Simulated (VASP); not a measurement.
## K: single point with LDA

Crystal: K.

```
CELL_PARAMETERS angstrom
-2.76374 2.76374 2.34918
2.76374 -2.76374 2.34918
2.76374 2.76374 -2.34918
ATOMIC_POSITIONS crystal
K 0.00000 0.00000 0.00000
```

This cell differs from its parent crystal: ratio of the length along z to the lengths across it x 0.85, volume and fractional coordinates fixed.

```json
{
 "Program": "VASP 6.6.1",
 "Task": "single point",
 "Functional": "LDA",
 "Potentials or basis": "VASP PAW LDA potentials, release 64 (K_sv)",
 "Cutoff": "520 eV",
 "k mesh": "14 × 14 × 14",
 "Occupations": "gaussian, width 0.15 eV",
 "Spin": "no spin polarisation",
 "Dipole correction": "no",
 "Further INCAR settings": "ALGO = Fast; EDIFF = 1e-06; NBANDS = 10"
}
```

- Pressure: -0.4 GPa

Stress tensor (GPa, compression positive):
```
-0.48  0.00  0.00
 0.00 -0.48  0.00
 0.00  0.00 -0.23
```

Levels at points of the mesh, in eV from the Fermi level:
```tsv
k point	band 1	band 2	band 3	band 4	band 5	band 6	band 7	band 8
(0.00, 0.00, 0.00)	-31.81	-15.49	-15.49	-15.49	-2.20	3.66	4.54	4.55
(0.50, 0.00, 0.00)	-31.81	-15.57	-15.52	-15.50	0.55	0.92	2.83	4.80
(0.50, 0.50, 0.00)	-31.81	-15.57	-15.51	-15.49	0.15	0.49	3.78	4.38
(0.50, 0.50, 0.50)	-31.80	-15.55	-15.55	-15.53	1.44	1.81	2.93	2.93
```

It took 56 s on 1 thread of Intel(R) Xeon(R) 6975P-C (Granite Rapids), on a shared host, peak memory 0.28 GiB.
